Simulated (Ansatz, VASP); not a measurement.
## Li2S: VASP beside Ansatz

INCAR

```
SYSTEM = Li2S
ALGO = Normal
EDIFF = 1E-7
ENCUT = 520
GGA = PE
ISIF = 2
ISMEAR = -1
LASPH = .True.
LCHARG = .True.
LELF = .True.
LREAL = .False.
LVHAR = .True.
LWAVE = .False.
NBANDS = 13
NELM = 100
PREC = Accurate
SIGMA = 0.02
```

KPOINTS

```
k-points
0
Gamma
  8 8 8
  0 0 0
```

File POSCAR:

```
Li2S
1.0
    0.0000000000      2.7599353889      2.8850957461
    2.7599353889      0.0000000000      2.8850957461
    2.7599353889      2.7599353889      0.0000000000
S Li
1 2
Direct
    0.0000000000      0.0000000000      0.0000000000
    0.2500000000      0.2500000000      0.2500000000
    0.7500000000      0.7500000000      0.7500000000
```

Input for Ansatz:

```yaml
crystal:
  lattice:
    - [0.0, 2.7599353889, 2.8850957461]
    - [2.7599353889, 0.0, 2.8850957461]
    - [2.7599353889, 2.7599353889, 0.0]
  atoms:
    - { symbol: S, position: [0.0, 0.0, 0.0] }
    - { symbol: Li, position: [0.25, 0.25, 0.25] }
    - { symbol: Li, position: [0.75, 0.75, 0.75] }
kpoints:
  mp_grid: { grid: [8, 8, 8] }
  band_path:
    path:
      - [0.0, 0.0, 0.0]
      - [0.5, 0.0, 0.5]
      - [0.625, 0.25, 0.625]
      - [0.375, 0.375, 0.75]
      - [0.5, 0.5, 0.5]
      - [0.5, 0.25, 0.75]
      - [0.0, 0.5, 0.5]
    npoints: 1
hamiltonian:
  xc: pbe
scf:
  occupations: { method: fermi_dirac, width: 0.02 }
  n_extra_bands: 4
output:
  forces: true
  stress: true
  eigenvalues: true
```

Change from the starting cell: epitaxial_xy strain -3.0%.

Alike in both runs: task single point; functional PBE; k mesh 8 × 8 × 8; occupations fermi-dirac, width 0.02 eV; no spin polarisation.

|  | VASP | Ansatz |
| --- | --- | --- |
| version | VASP 6.6.1 | Ansatz 0.2.0 |
| potentials or method | VASP PAW PBE potentials, release 64 (S, Li_sv) | plane waves, PAW |
| plane-wave cutoff (eV) | 520 | 420 |
| valence electrons in the cell | 12 | 12 |

|  | VASP | Ansatz | Ansatz less VASP |
| --- | --- | --- | --- |
| gap on the k mesh at the Fermi level (eV) | 3.23 | 3.23 | +0.003 |

Noted on VASP's run: the cutoff is short for stress, so the pressure is rough.
